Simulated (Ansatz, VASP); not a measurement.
# One calculation of BaTiO3, two programs

```
Ba Ti O
1.0
     4.01925    0.00000    0.00000
     0.00000    4.01925    0.00000
     0.00000    0.00000    4.01925
Ba Ti O
1 1 3
Direct
  0.50000 0.50000 0.50000
  0.00000 0.00000 0.00000
  0.50000 0.97185 0.97185
  0.00000 0.50000 0.00000
  0.00000 0.00000 0.50000
```

Alike in both runs: task single point; functional PBE; k mesh 8 × 8 × 8; occupations gaussian, width 0.05 eV; no spin polarisation.

|  | VASP | Ansatz |
| --- | --- | --- |
| version | VASP 6.6.1 | Ansatz 0.2.0 |
| potentials or method | VASP PAW PBE potentials, release 64 (Ba_sv, Ti_sv, O), cutoff 520 eV | scalar-relativistic, plane waves, PAW |
| valence electrons in the cell | 40 | 40 |

|  | VASP | Ansatz | Ansatz less VASP |
| --- | --- | --- | --- |
| gap on the k mesh at the Fermi level (eV) | 1.69 | 1.76 | +0.062 |
| least direct gap on the mesh (eV) | 1.88 | 1.91 | +0.025 |
| pressure (GPa) | 1.8 | 0.1 | -1.74 |
| traceless stress, the component that is largest in VASP (GPa) | -0.25 | -0.21 | +0.047 |
| rms of the force components (eV/Å) | 0.305 | 0.294 | -0.0110 |

Atom by atom the forces differ by 0.019 eV/Å (rms over components).

Neither program's run includes spin-orbit coupling.
